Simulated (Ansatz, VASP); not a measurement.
SnO: VASP beside Ansatz

File INCAR:

```
ALGO = Normal
DIPOL = 0.5 0.5 0.399
EDIFF = 1E-7
ENCUT = 520
GGA = PE
IDIPOL = 3
ISIF = 2
ISMEAR = 0
IVDW = 12
LASPH = True
LCHARG = False
LDIPOL = True
LREAL = False
LWAVE = False
NBANDS = 50
NELM = 100
PREC = Accurate
SIGMA = 0.05
```

File KPOINTS:

```
k-points
0
Gamma
  7 7 1
```

File POSCAR:

```
SnO
1.0
    3.8201528477      0.0002954339      0.0000000000
   -0.0003145169      3.8201528461      0.0000000000
    0.0000000000      0.0000000000     22.2260749922
Sn O
4 4
Direct
    0.9999452930      0.9999452930      0.2024648977
    0.4999452930      0.4999452930      0.3087831522
    0.8749452930      0.9999452930      0.4887519501
    0.3749452930      0.4999452930      0.5950702046
    0.9999461076      0.4999461076      0.2556240249
    0.4999461076      0.9999461076      0.2556240249
    0.8749461076      0.4999461076      0.5419110773
    0.3749461076      0.9999461076      0.5419110773
```

Input for Ansatz:

```yaml
crystal:
  lattice:
    - [3.8201528477, 0.0002954339, 0.0]
    - [-0.0003145169, 3.8201528461, 0.0]
    - [0.0, 0.0, 22.2260749922]
  atoms:
    - { symbol: Sn, position: [0.999945293, 0.999945293, 0.2024648977] }
    - { symbol: O, position: [0.9999461076, 0.4999461076, 0.2556240249] }
    - { symbol: O, position: [0.4999461076, 0.9999461076, 0.2556240249] }
    - { symbol: Sn, position: [0.499945293, 0.499945293, 0.3087831522] }
    - { symbol: Sn, position: [0.874945293, 0.999945293, 0.4887519501] }
    - { symbol: O, position: [0.8749461076, 0.4999461076, 0.5419110773] }
    - { symbol: O, position: [0.3749461076, 0.9999461076, 0.5419110773] }
    - { symbol: Sn, position: [0.374945293, 0.499945293, 0.5950702046] }
basis:
  ecutwfc: 420
kpoints:
  mp_grid: { grid: [7, 7, 1] }
hamiltonian:
  xc: pbe
  pseudopotentials: { kind: paw, azcp: { folder: soft_1 } }
  dispersion: d3bj
scf:
  occupations: { method: gaussian, width: 0.05 }
output:
  forces: true
  eigenvalues: true
efield:
  axis: 3
  dipole_correction: true
  ramp_width: 0.04
```

Alike in both runs: task single point; functional PBE; dispersion D3(BJ); k mesh 7 × 7 × 1; occupations gaussian, width 0.05 eV; no spin polarisation.

|  | VASP | Ansatz |
| --- | --- | --- |
| version | VASP 6.6.1 | Ansatz 0.2.0 |
| potentials or method | VASP PAW PBE potentials, release 64 (Sn_d, O), cutoff 520 eV | scalar-relativistic, plane waves, PAW |
| valence electrons in the cell | 80 | 80 |

Ansatz gave:

* gap on the k mesh at the Fermi level (eV): 2.57
* least direct gap on the mesh (eV): 2.59
* rms of the force components (eV/Å): 0.028

Question: What did VASP give for the same quantities?

Answer: gap on the k mesh at the Fermi level (eV): 2.53; least direct gap on the mesh (eV): 2.55; rms of the force components (eV/Å): 0.059.

Ansatz's warnings: structure snapped to symmetry.
